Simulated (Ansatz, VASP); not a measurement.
One calculation of F, two programs

The input INCAR:

```
PREC = Accurate
ENCUT = 520
EDIFF = 1E-6
ISMEAR = 0
SIGMA = 0.05
LREAL = False
LASPH = True
NELM = 60
ALGO = Normal
ISIF = 2
LWAVE = False
LCHARG = False
GGA = PS
NBANDS = 22
```

File KPOINTS:

```
Automatic mesh
0
Gamma
  4 4 2
```

Contents of POSCAR:

```
F
1.0
    3.1587493156     -1.7865001875     -0.2436299973
    3.1587493156      1.7865001875     -0.2436299973
   -2.3838007709      0.0000000000      7.1580324205
F
4
Direct
    0.0848459664      0.0848459664      0.0940038325
    0.9151540336      0.9151540336      0.9059961675
    0.5015719855      0.5015719855      0.5937195244
    0.4984280145      0.4984280145      0.4062804756
```

Input for Ansatz:

```yaml
crystal:
  lattice:
    - [3.1587493156, -1.7865001875, -0.2436299973]
    - [3.1587493156, 1.7865001875, -0.2436299973]
    - [-2.3838007709, 0.0, 7.1580324205]
  atoms:
    - { symbol: F, position: [0.0848459664, 0.0848459664, 0.0940038325] }
    - { symbol: F, position: [0.9151540336, 0.9151540336, 0.9059961675] }
    - { symbol: F, position: [0.5015719855, 0.5015719855, 0.5937195244] }
    - { symbol: F, position: [0.4984280145, 0.4984280145, 0.4062804756] }
basis:
  ecutwfc: 520.0
kpoints:
  mp_grid: { grid: [4, 4, 2] }
hamiltonian:
  xc: pbesol
scf:
  occupations: { method: gaussian, width: 0.05 }
output:
  forces: true
  stress: true
  eigenvalues: true
```

Change from the starting cell: volume 19.678 Å^3 an atom, stretch along a over the lengths across it, relative to the relaxed cell 1.0162.

Alike in both runs: task single point; functional PBEsol; k mesh 4 × 4 × 2; occupations gaussian, width 0.05 eV; no spin polarisation.

|  | VASP | Ansatz |
| --- | --- | --- |
| version | VASP 6.6.1 | Ansatz 0.2.0 |
| potentials or method | VASP PAW PBE potentials, release 64 (F), cutoff 520 eV | scalar-relativistic, plane waves, PAW |
| valence electrons in the cell | 28 | 28 |

Ansatz gave:

| Quantity | Value |
| --- | --- |
| gap on the k mesh at the Fermi level (eV) | 3.03 |
| least direct gap on the mesh (eV) | 3.11 |
| pressure (GPa) | -0.5 |
| traceless stress, the component that is largest in VASP (GPa) | -0.76 |
| rms of the force components (eV/Å) | 0.142 |

**Question.** Estimate VASP's values.

**Answer.** gap on the k mesh at the Fermi level (eV): 2.95; least direct gap on the mesh (eV): 3.04; pressure (GPa): -0.2; traceless stress, the component that is largest in VASP (GPa): 0.53; rms of the force components (eV/Å): 0.099.

VASP's potentials were made for PBE, not for PBEsol. Atom by atom the forces differ by 0.241 eV/Å (rms over components). One of these differences is far larger than is usual between the two programs; its cause wasn't traced. With one functional, cell and mesh, what is left measures potentials, basis and numerics.

The k mesh is coarse, so the values compare programs but aren't converged.
